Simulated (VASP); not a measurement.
# AlN (P6_3/mmc) in VASP: further runs

The runs below take AlN through single point, relaxation of cell and atoms, with PBEsol.

Everything below comes from runs of VASP 6.6.1. Logs are shortened: lines on timing, memory, paths and dates and some standing lists are left out, and cuts for length are marked.

## Step 1: The cell of the first run

Symmetry: P6_3/mmc, No. 194, hexagonal system. Conventional cell: a = 3.301 Å, b = 3.301 Å, c = 4.140 Å, α = 90.00°, β = 90.00°, γ = 120.00°. Al (site symmetry -6m2) has 5 N at 1.91 to 2.07 Å within 2.5 Å. N (site symmetry -6m2) has 5 Al at 1.91 to 2.07 Å within 2.5 Å.

## Step 2: Single point, PBEsol

Input file INCAR:

```
SYSTEM = AlN
  PREC = Accurate
  ENCUT = 520
  EDIFF = 1E-6
  ISMEAR = 0
  SIGMA = 0.02
  LREAL = .False.
  LASPH = .True.
  NELM = 80
  ALGO = Normal
  ISIF = 2
  LWAVE = .False.
  LCHARG = .False.
  GGA = PS
  NBANDS = 16
```

Input file KPOINTS:

```
regular mesh
0
Gamma
  9 9 6
  0 0 0
```

Input file POSCAR:

```
AlN
1.0
    3.3014697842      0.0000000000      0.0000000000
   -1.6507348921      2.8591567030      0.0000000000
    0.0000000000      0.0000000000      4.1398709024
Al N
2 2
Direct
    0.3333333333      0.6666666667      0.7500000000
    0.6666666667      0.3333333333      0.2500000000
    0.3333333333      0.6666666667      0.2500000000
    0.6666666667      0.3333333333      0.7500000000
```

Potentials or basis: VASP PAW PBE potentials, release 64 (Al, N).

Run with:

```console
$ cat potpaw_PBE.64/Al/POTCAR potpaw_PBE.64/N/POTCAR > POTCAR
$ mpirun -np 1 vasp_std > vasp.out
```

OUTCAR:

```text
SYSTEM = AlN
   PREC = Accurate
   ENCUT = 520
   EDIFF = 1E-6
   ISMEAR = 0
   LREAL = .False.
   LASPH = .True.
   NELM = 80
   ISIF = 2
   GGA = PS

 ion  position               nearest neighbor table
   1  0.333  0.667  0.750-   4 1.91   4 1.91   4 1.91   3 2.07   3 2.07   2 2.81   2 2.81   2 2.81
                             2 2.81   2 2.81   2 2.81
   2  0.667  0.333  0.250-   3 1.91   3 1.91   3 1.91   4 2.07   4 2.07   1 2.81   1 2.81   1 2.81
                             1 2.81   1 2.81   1 2.81
   3  0.333  0.667  0.250-   2 1.91   2 1.91   2 1.91   1 2.07   1 2.07
   4  0.667  0.333  0.750-   1 1.91   1 1.91   1 1.91   2 2.07   2 2.07

  LATTYP: Found a hexagonal cell.
 ALAT       =     3.3014697842
 C/A-ratio  =     1.2539478393

  Lattice vectors:

 A1 = (   3.3014697842,   0.0000000000,   0.0000000000)
 A2 = (  -1.6507348921,   2.8591567030,   0.0000000000)
 A3 = (   0.0000000000,   0.0000000000,   4.1398709024)

Analysis of symmetry for initial positions (statically):
=====================================================================
 Subroutine PRICEL returns:
 Original cell was already a primitive cell.

 Routine SETGRP: Setting up the symmetry group for a
 hexagonal supercell.

 Subroutine GETGRP returns: Found 24 space group operations
 (whereof 12 operations were pure point group operations)
 out of a pool of 24 trial point group operations.

The static configuration has the point symmetry D_3d.
 The point group associated with its full space group is D_6h.

Analysis of symmetry for dynamics (positions and initial velocities):
=====================================================================
 Subroutine PRICEL returns:
 Original cell was already a primitive cell.

 Routine SETGRP: Setting up the symmetry group for a
 hexagonal supercell.

 Subroutine GETGRP returns: Found 24 space group operations
 (whereof 12 operations were pure point group operations)
 out of a pool of 24 trial point group operations.

The dynamic configuration has the point symmetry D_3d.
 The point group associated with its full space group is D_6h.

 Subroutine INISYM returns: Found 24 space group operations
 (whereof 12 operations are pure point group operations),
 and found     1 'primitive' translations

----------------------------------------------------------------------------------------

                                     Primitive cell

  volume of cell :      39.0780

  direct lattice vectors                    reciprocal lattice vectors
     3.301469784  0.000000000  0.000000000     0.302895397  0.174876739  0.000000000
    -1.650734892  2.859156703  0.000000000     0.000000000  0.349753478  0.000000000
     0.000000000  0.000000000  4.139870902     0.000000000  0.000000000  0.241553426

  length of vectors
     3.301469784  3.301469784  4.139870902     0.349753478  0.349753478  0.241553426

  position of ions in fractional coordinates (direct lattice)
     0.333333333  0.666666667  0.750000000
     0.666666667  0.333333333  0.250000000
     0.333333333  0.666666667  0.250000000
     0.666666667  0.333333333  0.750000000

  ion indices of the primitive-cell ions
   primitive index   ion index
                 1           1
                 2           2
                 3           3
                 4           4

----------------------------------------------------------------------------------------

 KPOINTS: regular mesh

Automatic generation of k-mesh.
 Grid dimensions read from file:
 generate k-points for:    9    9    6

 Generating k-lattice:

  Cartesian coordinates                     Fractional coordinates (reciprocal lattice)
     0.033655044  0.019430749  0.000000000     0.111111111  0.000000000  0.000000000
     0.000000000  0.038861498  0.000000000     0.000000000  0.111111111  0.000000000
     0.000000000  0.000000000  0.040258904     0.000000000  0.000000000  0.166666667

  Length of vectors
     0.038861498  0.038861498  0.040258904

  Shift w.r.t. Gamma in fractional coordinates (k-lattice)
     0.000000000  0.000000000  0.000000000

 Subroutine IBZKPT returns following result:
 ===========================================

 Found     48 irreducible k-points:

 Following reciprocal coordinates:
            Coordinates               Weight
  0.000000  0.000000  0.000000      1.000000
  0.111111 -0.000000  0.000000      6.000000
  0.222222 -0.000000  0.000000      6.000000
  0.333333  0.000000  0.000000      6.000000
  0.444444 -0.000000  0.000000      6.000000
  0.111111  0.111111  0.000000      6.000000
[... 16 lines left out ...]
  0.333333  0.222222  0.166667     24.000000
  0.333333  0.333333  0.166667      4.000000
 [... further k-points ...]
   k-points           NKPTS =     48   k-points in BZ     NKDIM =     48   number of bands    NBANDS=     16
   number of dos      NEDOS =    301   number of ions     NIONS =      4
   total plane-waves  NPLWV =  25088
   dimension x,y,z NGX =    28 NGY =   28 NGZ =   32
   dimension x,y,z NGXF=    56 NGYF=   56 NGZF=   64
   ions per type =               2   2
   NGX,Y,Z   is equivalent  to a cutoff of  14.10, 14.10, 12.85 a.u.
   NGXF,Y,Z  is equivalent  to a cutoff of  28.20, 28.20, 25.70 a.u.
 SYSTEM =  AlN
   PREC   = accura    normal or accurate (medium, high low for compatibility)
   ISTART =      0    job   : 0-new  1-cont  2-samecut
   ICHARG =      2    charge: 1-file 2-atom 10-const
   ISPIN  =      1    spin polarized calculation?
   LNONCOLLINEAR =      F non collinear calculations
   LSORBIT =      F    spin-orbit coupling
   LASPH  =      T    aspherical Exc in radial PAW
   ENCUT  =  520.0 eV  38.22 Ry    6.18 a.u.   6.14  6.14  7.70*2*pi/ulx,y,z
   NELM   =     80;   NELMIN=  2; NELMDL= -5     # of ELM steps
   EDIFF  = 0.1E-05   stopping-criterion for ELM
   LREAL  =      F    real-space projection
   EDIFFG = 0.1E-04   stopping-criterion for IOM
   NSW    =      0    number of steps for IOM
   IBRION =     -1    ionic relax: 0-MD 1-quasi-New 2-CG
   NFREE  =      0    steps in history (QN), initial steepest desc. (CG)
   ISIF   =      2    stress and relaxation
   ISYM   =      2    0-nonsym 1-usesym 2-fastsym
   POTIM  = 0.5000    time-step for ionic-motion
   TEBEG  =    0.0;   TEEND  =   0.0 temperature during run
   PSTRESS=    0.0 pullay stress
   NELECT =      16.0000    total number of electrons
   NUPDOWN=      -1.0000    fix difference up-down
   EMIN   =  10.00;   EMAX   =-10.00  energy-range for DOS
   EFERMI =   0.00;   METHOD = LEGACY
   ISMEAR =     0;   SIGMA  =   0.02  broadening in eV -4-tet -1-fermi 0-gaus
   EFERMI_NEDOS =   21; number of points for ismear=-14 and -15
   IALGO  =     38    algorithm
   IMIX   =      4    mixing-type and parameters
     AMIX     =   0.40;   BMIX     =  1.00
     AMIX_MAG =   1.60;   BMIX_MAG =  1.00
  volume/ion in A,a.u.               =       9.77        65.93
  Fermi-wavevector in a.u.,A,eV,Ry     =   1.215638  2.297222 20.106347  1.477775
  Thomas-Fermi vector in A             =   2.351018
   LORBIT       =      0    0 simple, 1 ext, 2 COOP (PROOUT), +10 PAW based schemes
   GGA     = PS    functional components
   LHFCALC =     F    Hartree Fock is set to
   AEXX    =    0.0000 exact exchange contribution
   IVDW    =     0    specifies the selected vdW correction
   LEPSILON=     F    determine dielectric tensor
   LRPA    =     F    only Hartree local field effects (RPA)
 non-spin polarized calculation
 Gauss-broadening in eV      SIGMA  =   0.02
  energy-cutoff  :      520.00
  volume of cell :       39.08
 maximum number of plane-waves:      1074
 NGX is ok and might be reduce to    28
   NGX = 13   NGY = 13   NGZ = 15

 number of electron      16.0000001 magnetization

 Free energy of the ion-electron system (eV)
  ---------------------------------------------------
  ext. energy  EPLUGINS =         0.00000000
  ---------------------------------------------------
  free energy    TOTEN  =       -30.94583646 eV

  energy without entropy =      -30.94583646  energy(sigma->0) =      -30.94583646

 E-fermi :   8.1364     XC(G=0): -11.4313

 val. band max:        8.0284445076   @ k =   0.0000   0.0000   0.0000
 cond. band min:      11.3690541680   @ k =   0.0000   0.0000   0.0000
 fundamental gap:      3.3406096605
 Fermi energy:         8.1364439009

 k-point     1 :       0.0000    0.0000    0.0000
  band No.  band energies     occupation
      1      -8.8504      2.00000
      2      -5.0437      2.00000
      3       1.0441      2.00000
      4       4.6988      2.00000
      5       4.6988      2.00000
      6       6.4262      2.00000
[... 8 lines left out ...]
     15      19.8958      0.00000
     16      19.8958      0.00000

 k-point     2 :       0.1111   -0.0000    0.0000
  band No.  band energies     occupation
      1      -8.7071      2.00000
      2      -5.0431      2.00000
      3       1.1968      2.00000
      4       4.1953      2.00000
      5       4.4938      2.00000
      6       5.9338      2.00000
[... 8 lines left out ...]
     15      19.3119      0.00000
     16      19.7127      0.00000

 k-point     3 :       0.2222   -0.0000    0.0000
  band No.  band energies     occupation
      1      -8.2954      2.00000
      2      -5.0885      2.00000
      3       1.6422      2.00000
      4       3.1075      2.00000
      5       4.0774      2.00000
      6       5.0386      2.00000
[... 8 lines left out ...]
     15      18.3425      0.00000
     16      20.5398      0.00000
[... 362 lines left out ...]
 k-point    23 :       0.3333    0.2222    0.1667
  band No.  band energies     occupation
      1      -6.6468      2.00000
      2      -5.8165      2.00000
      3       1.3855      2.00000
      4       2.1757      2.00000
      5       2.9561      2.00000
      6       4.7814      2.00000
[... 8 lines left out ...]
     15      19.7818      0.00000
     16      21.4776      0.00000

 k-point    24 :       0.3333    0.3333    0.1667
  band No.  band energies     occupation
      1      -6.1786      2.00000
      2      -6.1786      2.00000
      3       1.3699      2.00000
      4       2.4175      2.00000
      5       2.4175      2.00000
      6       5.0200      2.00000
[... 8 lines left out ...]
     15      19.2682      0.00000
     16      21.2223      0.00000

 [... further k-points ...]

------------------------ aborting loop because EDIFF is reached ----------------------------------------

  FORCE on cell =-STRESS in cart. coord.  units (eV):
  Direction    XX          YY          ZZ          XY          YZ          ZX
  --------------------------------------------------------------------------------------
  -------------------------------------------------------------------------------------
  Total        0.0023925      0.0023925      0.0026971      0.0000000      0.0000000      0.0000000
  in kB        0.0980911      0.0980911      0.1105800      0.0000000      0.0000000      0.0000000
  external PRESSURE =       0.1022541 kB  Pullay stress =       0.0000000 kB

 VOLUME and BASIS-vectors are now :
 -----------------------------------------------------------------------------
  energy-cutoff  :      520.00
  volume of cell :       39.08
      direct lattice vectors                 reciprocal lattice vectors
     3.301469784  0.000000000  0.000000000     0.302895397  0.174876739  0.000000000
    -1.650734892  2.859156703  0.000000000     0.000000000  0.349753478  0.000000000
     0.000000000  0.000000000  4.139870902     0.000000000  0.000000000  0.241553426

 POSITION                                       TOTAL-FORCE (eV/Angst)
 -----------------------------------------------------------------------------------
     -0.00000      1.90610      3.10490         0.000000     -0.000000      0.000000
      1.65073      0.95305      1.03497        -0.000000      0.000000      0.000000
     -0.00000      1.90610      1.03497        -0.000000     -0.000000      0.000000
      1.65073      0.95305      3.10490         0.000000      0.000000      0.000000
 -----------------------------------------------------------------------------------
    total drift:                               -0.000000      0.000000      0.000000

  FREE ENERGIE OF THE ION-ELECTRON SYSTEM (eV)
  ---------------------------------------------------
  free  energy   TOTEN  =       -30.9458364611 eV

  energy  without entropy=      -30.9458364611  energy(sigma->0) =      -30.94583646
```

Run time: 55 s. Hardware: 1 thread of Intel Xeon 8259CL, shared host; peak memory 0.17 GiB.

Results:

```yaml
Free_energy: -30.9458 eV
Pressure: 0.0 GPa
Band_gap_on_the_k_mesh: 3.34 eV
```

Caveat: the PAW data sets were made with another functional, which shifts forces and pressure a little.

(Continued in part 2 of 2.)
